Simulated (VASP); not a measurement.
Write the native input for VASP 6.6.1 that does the following.

```
Task                   : relaxation of cell and atoms
Functional             : r2SCAN
Potentials or basis    : VASP PAW PBE potentials, release 64 (Ga_d)
Cutoff                 : 600 eV
k mesh                 : 8 × 8 × 8
Occupations            : fermi-dirac, width 0.0143 eV
Spin                   : no spin polarisation
Dipole correction      : no
Further INCAR settings : ALGO = Normal; EDIFF = 1e-06; IBRION = 2; EDIFFG = -0.01; NSW = 60; ISIF = 3
```

Ga:

```xyz
2
Lattice="0.0000 2.8050 2.8050 2.8050 0.0000 2.8050 2.8050 2.8050 0.0000" Properties=species:S:1:pos:R:3 pbc="T T T"
Ga    0.0000    0.0000    0.0000
Ga    1.4025    1.4025    1.4025
```

The input as run:

POSCAR

```
Ga
1.0
    0.0000000000      2.8049610000      2.8049610000
    2.8049610000      0.0000000000      2.8049610000
    2.8049610000      2.8049610000      0.0000000000
Ga
2
Direct
    0.0000000000      0.0000000000      0.0000000000
    0.2500000000      0.2500000000      0.2500000000
```

INCAR.step1

```
SYSTEM = Ga
ALGO = Normal ; EDIFF = 1E-4
ENCUT = 600 ; GGA = PE
ISMEAR = -1 ; LASPH = .TRUE.
LCHARG = .FALSE. ; LREAL = .FALSE.
LWAVE = .TRUE. ; NELM = 100
PREC = Accurate ; SIGMA = 0.0143
```

INCAR.step2

```
SYSTEM = Ga
ALGO = Normal ; EDIFF = 1E-6
EDIFFG = -0.01 ; ENCUT = 600
IBRION = 2 ; ISIF = 3
ISMEAR = -1 ; ISTART = 1
LASPH = .TRUE. ; LCHARG = .FALSE.
LMIXTAU = .TRUE. ; LREAL = .FALSE.
LWAVE = .FALSE. ; METAGGA = R2SCAN
NELM = 100 ; NSW = 60
PREC = Accurate ; SIGMA = 0.0143
```

KPOINTS

```
k-points
0
G
  8 8 8
  0 0 0
```

Potentials or basis: VASP PAW PBE potentials, release 64 (Ga_d).

Command:

```sh
$ cat potpaw_PBE.64/Ga_d/POTCAR > POTCAR
$ cp INCAR.step1 INCAR
$ mpirun -np 1 vasp_std > vasp.out
$ cp INCAR.step2 INCAR
$ mpirun -np 1 vasp_std > vasp.out
```

It gave:

```
Relaxed volume                         : 24.03 Å³/atom
Relaxed cell                           : a = 4.081 Å, b = 4.081 Å, c = 4.081 Å, α = 60.00°, β = 60.00°, γ = 60.00°
Space group after relaxing (to 0.05 Å) : Fd-3m (No. 227)
Energy gained by relaxing              : 27.4 meV/atom
Ionic steps                            : 3
Pressure after relaxing                : 0.0 GPa
Band gap on the k mesh                 : zero (band 13 reaches 5.76 eV, above the bottom of band 14 at 1.14 eV)
```

Caveat: the PAW data sets were made with another functional, which shifts forces and pressure a little.

It took 2.9 min on 1 thread of Intel(R) Xeon(R) Platinum 8259CL CPU @ 2.50GHz (Skylake/Cascade Lake) (shared host), peak memory 0.2 GiB.
